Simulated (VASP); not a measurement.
# Rh (I4/mmm) in VASP: a series of runs, part 2 of 2

VASP 6.6.1. Earlier steps stand in the parts before.

## (4) Single point, LDA (11.82 Å³/atom)

INCAR

```
SYSTEM = Rh
PREC = Accurate
ENCUT = 520
EDIFF = 1E-6
ISMEAR = 0
SIGMA = 0.15
LREAL = .FALSE.
LASPH = .TRUE.
NELM = 60
ALGO = Normal
ISIF = 2
LWAVE = .FALSE.
LCHARG = .FALSE.
NBANDS = 14
```

KPOINTS

```
regular mesh
0
G
  22 22 22
  0 0 0
```

POSCAR

```
Rh
1.0
    0.0000000000      1.8549124135      1.7170924212
    1.8549124135      0.0000000000      1.7170924212
    1.8549124135      1.8549124135      0.0000000000
Rh
1
Direct
    0.0000000000      0.0000000000      0.0000000000
```

Potentials or basis: VASP PAW LDA potentials, release 64 (Rh_pv).

Launch:

```console
cat potpaw_LDA.64/Rh_pv/POTCAR > POTCAR
mpirun -np 1 vasp_std > vasp.out
```

OUTCAR:

```text
SYSTEM = Rh
   PREC = Accurate
   ENCUT = 520
   EDIFF = 1E-6
   ISMEAR = 0
   LREAL = .FALSE.
   LASPH = .TRUE.
   NELM = 60
   ISIF = 2

 ion  position               nearest neighbor table
   1  0.000  0.000  0.000-

  LATTYP: Found a body centered tetragonal cell.
 ALAT       =     2.6232422922
 C/A-ratio  =     1.3091374947

  Lattice vectors:

 A1 = (   0.0000000000,  -1.8549124135,  -1.7170924212)
 A2 = (   0.0000000000,   1.8549124135,  -1.7170924212)
 A3 = (   1.8549124135,   0.0000000000,   1.7170924212)

Analysis of symmetry for initial positions (statically):
=====================================================================
 Subroutine PRICEL returns:
 Original cell was already a primitive cell.

 Routine SETGRP: Setting up the symmetry group for a
 body centered tetragonal supercell.

 Subroutine GETGRP returns: Found 16 space group operations
 (whereof 16 operations were pure point group operations)
 out of a pool of 16 trial point group operations.

The static configuration has the point symmetry D_4h.

Analysis of symmetry for dynamics (positions and initial velocities):
=====================================================================
 Subroutine PRICEL returns:
 Original cell was already a primitive cell.

 Routine SETGRP: Setting up the symmetry group for a
 body centered tetragonal supercell.

 Subroutine GETGRP returns: Found 16 space group operations
 (whereof 16 operations were pure point group operations)
 out of a pool of 16 trial point group operations.

The dynamic configuration has the point symmetry D_4h.

 Subroutine INISYM returns: Found 16 space group operations
 (whereof 16 operations are pure point group operations),
 and found     1 'primitive' translations

----------------------------------------------------------------------------------------

                                     Primitive cell

  volume of cell :      11.8160

  direct lattice vectors                    reciprocal lattice vectors
     0.000000000  1.854912413  1.717092421    -0.269554506  0.269554506  0.291189917
     1.854912413  0.000000000  1.717092421     0.269554506 -0.269554506  0.291189917
     1.854912413  1.854912413  0.000000000     0.269554506  0.269554506 -0.291189917

  length of vectors
     2.527668183  2.527668183  2.623242292     0.479698688  0.479698688  0.479698688

  position of ions in fractional coordinates (direct lattice)
     0.000000000  0.000000000  0.000000000

  ion indices of the primitive-cell ions
   primitive index   ion index
                 1           1

----------------------------------------------------------------------------------------

 KPOINTS: regular mesh

Automatic generation of k-mesh.
 Grid dimensions read from file:
 generate k-points for:   22   22   22

 Generating k-lattice:

  Cartesian coordinates                     Fractional coordinates (reciprocal lattice)
    -0.012252478  0.012252478  0.013235905     0.045454545 -0.000000000  0.000000000
     0.012252478 -0.012252478  0.013235905    -0.000000000  0.045454545  0.000000000
     0.012252478  0.012252478 -0.013235905     0.000000000  0.000000000  0.045454545

  Length of vectors
     0.021804486  0.021804486  0.021804486

  Shift w.r.t. Gamma in fractional coordinates (k-lattice)
     0.000000000  0.000000000  0.000000000

 Subroutine IBZKPT returns following result:
 ===========================================

 Found    834 irreducible k-points:

 Following reciprocal coordinates:
            Coordinates               Weight
  0.000000  0.000000  0.000000      1.000000
  0.045455  0.000000  0.000000      8.000000
  0.090909  0.000000  0.000000      8.000000
  0.136364  0.000000  0.000000      8.000000
  0.181818  0.000000  0.000000      8.000000
  0.227273  0.000000  0.000000      8.000000
[... 16 lines left out ...]
  0.500000  0.045455  0.000000      8.000000
 -0.454545  0.045455  0.000000      8.000000
 [... further k-points ...]
   k-points           NKPTS =    834   k-points in BZ     NKDIM =    834   number of bands    NBANDS=     14
   number of dos      NEDOS =    301   number of ions     NIONS =      1
   total plane-waves  NPLWV =   8000
   dimension x,y,z NGX =    20 NGY =   20 NGZ =   20
   dimension x,y,z NGXF=    40 NGYF=   40 NGZF=   40
   ions per type =               1
   NGX,Y,Z   is equivalent  to a cutoff of  13.15, 13.15, 12.67 a.u.
   NGXF,Y,Z  is equivalent  to a cutoff of  26.31, 26.31, 25.35 a.u.
 SYSTEM =  Rh
   PREC   = accura    normal or accurate (medium, high low for compatibility)
   ISTART =      0    job   : 0-new  1-cont  2-samecut
   ICHARG =      2    charge: 1-file 2-atom 10-const
   ISPIN  =      1    spin polarized calculation?
   LNONCOLLINEAR =      F non collinear calculations
   LSORBIT =      F    spin-orbit coupling
   LASPH  =      T    aspherical Exc in radial PAW
   ENCUT  =  520.0 eV  38.22 Ry    6.18 a.u.   4.70  4.70  4.88*2*pi/ulx,y,z
   NELM   =     60;   NELMIN=  2; NELMDL= -5     # of ELM steps
   EDIFF  = 0.1E-05   stopping-criterion for ELM
   LREAL  =      F    real-space projection
   EDIFFG = 0.1E-04   stopping-criterion for IOM
   NSW    =      0    number of steps for IOM
   IBRION =     -1    ionic relax: 0-MD 1-quasi-New 2-CG
   NFREE  =      0    steps in history (QN), initial steepest desc. (CG)
   ISIF   =      2    stress and relaxation
   ISYM   =      2    0-nonsym 1-usesym 2-fastsym
   POTIM  = 0.5000    time-step for ionic-motion
   TEBEG  =    0.0;   TEEND  =   0.0 temperature during run
   PSTRESS=    0.0 pullay stress
   NELECT =      15.0000    total number of electrons
   NUPDOWN=      -1.0000    fix difference up-down
   EMIN   =  10.00;   EMAX   =-10.00  energy-range for DOS
   EFERMI =   0.00;   METHOD = LEGACY
   ISMEAR =     0;   SIGMA  =   0.15  broadening in eV -4-tet -1-fermi 0-gaus
   EFERMI_NEDOS =   21; number of points for ismear=-14 and -15
   IALGO  =     38    algorithm
   IMIX   =      4    mixing-type and parameters
     AMIX     =   0.40;   BMIX     =  1.00
     AMIX_MAG =   1.60;   BMIX_MAG =  1.00
  volume/ion in A,a.u.               =      11.82        79.74
  Fermi-wavevector in a.u.,A,eV,Ry     =   1.772618  3.349762 42.751868  3.142174
  Thomas-Fermi vector in A             =   2.838974
   LORBIT       =      0    0 simple, 1 ext, 2 COOP (PROOUT), +10 PAW based schemes
   GGA     = CA    functional components
   LHFCALC =     F    Hartree Fock is set to
   AEXX    =    0.0000 exact exchange contribution
   IVDW    =     0    specifies the selected vdW correction
   LEPSILON=     F    determine dielectric tensor
   LRPA    =     F    only Hartree local field effects (RPA)
 non-spin polarized calculation
 Gauss-broadening in eV      SIGMA  =   0.15
  energy-cutoff  :      520.00
  volume of cell :       11.82
 maximum number of plane-waves:       330
   NGX =  9   NGY =  9   NGZ =  9

 number of electron      15.0000003 magnetization

 Free energy of the ion-electron system (eV)
  ---------------------------------------------------
  ext. energy  EPLUGINS =         0.00000000
  ---------------------------------------------------
  free energy    TOTEN  =        -8.44143629 eV

  energy without entropy =       -8.42986113  energy(sigma->0) =       -8.43564871

 E-fermi :  14.7336     XC(G=0): -15.3357

 val. band max:       14.7327351839   @ k =  -0.3636   0.3182   0.0000
 cond. band min:      14.7337771033   @ k =  -0.4545   0.1364   0.2727
 fundamental gap:      0.0010419194
 Fermi energy:        14.7335792793

 k-point     1 :       0.0000    0.0000    0.0000
  band No.  band energies     occupation
      1     -31.6867      2.00000
      2     -31.6867      2.00000
      3     -31.6337      2.00000
      4       5.5753      2.00000
      5      10.5501      2.00000
      6      10.5501      2.00000
      7      11.5073      2.00000
      8      12.8641      2.00000
      9      14.0638      2.00000
     10      30.5552      0.00000
     11      34.7099      0.00000
     12      35.7772      0.00000
     13      35.7772      0.00000
     14      38.9135      0.00000
[... 375 lines left out ...]
 k-point    24 :      -0.4545    0.0455    0.0000
  band No.  band energies     occupation
      1     -32.8977      2.00000
      2     -31.9203      2.00000
      3     -31.7758      2.00000
      4       7.2795      2.00000
      5      10.2739      2.00000
      6      11.2139      2.00000
      7      14.2465      2.00000
      8      15.6559      0.00000
      9      16.2501      0.00000
     10      25.3020      0.00000
     11      30.2114      0.00000
     12      34.7124      0.00000
     13      36.8805      0.00000
     14      37.6928      0.00000

 [... further k-points ...]

------------------------ aborting loop because EDIFF is reached ----------------------------------------

  FORCE on cell =-STRESS in cart. coord.  units (eV):
  Direction    XX          YY          ZZ          XY          YZ          ZX
  --------------------------------------------------------------------------------------
  -------------------------------------------------------------------------------------
  Total        3.0503445      3.0503445      4.9633947      0.0000000     -0.0000000      0.0000000
  in kB      413.6080509    413.6080509    673.0059574      0.0000000     -0.0000000      0.0000000
  external PRESSURE =     500.0740197 kB  Pullay stress =       0.0000000 kB

 VOLUME and BASIS-vectors are now :
 -----------------------------------------------------------------------------
  energy-cutoff  :      520.00
  volume of cell :       11.82
      direct lattice vectors                 reciprocal lattice vectors
     0.000000000  1.854912413  1.717092421    -0.269554506  0.269554506  0.291189917
     1.854912413  0.000000000  1.717092421     0.269554506 -0.269554506  0.291189917
     1.854912413  1.854912413  0.000000000     0.269554506  0.269554506 -0.291189917

 POSITION                                       TOTAL-FORCE (eV/Angst)
 -----------------------------------------------------------------------------------
      0.00000      0.00000      0.00000         0.000000      0.000000      0.000000
 -----------------------------------------------------------------------------------
    total drift:                               -0.000000     -0.000000     -0.000000

  FREE ENERGIE OF THE ION-ELECTRON SYSTEM (eV)
  ---------------------------------------------------
  free  energy   TOTEN  =        -8.4414362938 eV

  energy  without entropy=       -8.4298611329  energy(sigma->0) =       -8.43564871
```

OSZICAR:

```text
N       E                     dE             d eps       ncg     rms          rms(c)
DAV:   1     0.118009736384E+03    0.11801E+03   -0.86908E+03 23500   0.118E+03
DAV:   2    -0.741368975967E+01   -0.12542E+03   -0.11987E+03 26376   0.347E+02
DAV:   3    -0.894675428029E+01   -0.15331E+01   -0.15308E+01 26766   0.419E+01
DAV:   4    -0.895168073387E+01   -0.49265E-02   -0.49264E-02 26244   0.243E+00
DAV:   5    -0.895171717825E+01   -0.36444E-04   -0.36445E-04 26376   0.184E-01    0.158E+01
DAV:   6    -0.848277890770E+01    0.46894E+00   -0.64289E-01 24300   0.115E+01    0.636E+00
DAV:   7    -0.844715379129E+01    0.35625E-01   -0.31098E-02 26880   0.232E+00    0.238E+00
DAV:   8    -0.844165643741E+01    0.54974E-02   -0.66122E-03 24186   0.119E+00    0.334E-01
DAV:   9    -0.844142935691E+01    0.22708E-03   -0.20466E-04 24330   0.210E-01    0.555E-02
DAV:  10    -0.844143635785E+01   -0.70009E-05   -0.33601E-06 26512   0.220E-02    0.562E-03
DAV:  11    -0.844143629381E+01    0.64043E-07   -0.32373E-07 12824   0.807E-03
   1 F= -.84414363E+01 E0= -.84356487E+01  d E =-.115752E-01
```

Wall time 65 s (1 thread of AMD EPYC 9R14 (Zen 4), shared host); peak memory 0.19 GiB.

Results:

* Free energy: -8.4414 eV
* Pressure: 50.0 GPa
* Band gap on the k mesh: zero (an odd number of electrons rules out a gap without spin polarisation)

Stress tensor (GPa, compression positive):
```
41.36  0.00  0.00
 0.00 41.36  0.00
 0.00  0.00 67.30
```

Levels at points of the mesh, in eV from the Fermi level:
| k point | band 4 | band 5 | band 6 | band 7 | band 8 | band 9 | band 10 | band 11 |
| --- | --- | --- | --- | --- | --- | --- | --- | --- |
| (0.00, 0.00, 0.00) | -9.16 | -4.18 | -4.18 | -3.23 | -1.87 | -0.67 | 15.82 | 19.98 |
| (0.50, 0.00, 0.00) | -7.55 | -4.55 | -3.42 | 0.49 | 0.61 | 1.07 | 10.38 | 15.22 |
| (0.50, 0.50, 0.00) | -7.96 | -7.58 | 0.74 | 1.36 | 1.36 | 4.78 | 13.18 | 13.18 |
| (0.50, 0.00, 0.50) | -7.89 | -7.40 | 0.71 | 0.85 | 1.69 | 2.89 | 13.59 | 14.02 |

Caveat: the stress differs along the axes, from 41 to 67 GPa.

## (5) Summary

```tsv
cell	gap on the mesh (eV)	pressure (GPa)
a = 2.493, b = 2.493, c = 2.984 Å, angles 53.2, 53.2, 73.5°, 1 atom	none	57.3
a = 2.493, b = 2.493, c = 2.762 Å, angles 56.4, 56.4, 67.3°, 1 atom	none	56.1
a = 2.528, b = 2.528, c = 2.623 Å, angles 58.7, 58.7, 62.5°, 1 atom	none	50.0
```

Alike in all rows: task single point; level LDA; potentials or basis VASP PAW LDA potentials, release 64 (Rh_pv); no spin polarisation; k mesh 22 × 22 × 22; cutoff (eV) 520; smearing gaussian 0.15 eV.

Caveats: the stress differs along the axes, from 41 to 65 GPa (at least some runs); the stress differs along the axes, from 42 to 84 GPa (at least some runs); the stress differs along the axes, from 41 to 67 GPa (at least some runs).

Total energies depend on the potentials used, so only differences within one code and one set of settings carry meaning.
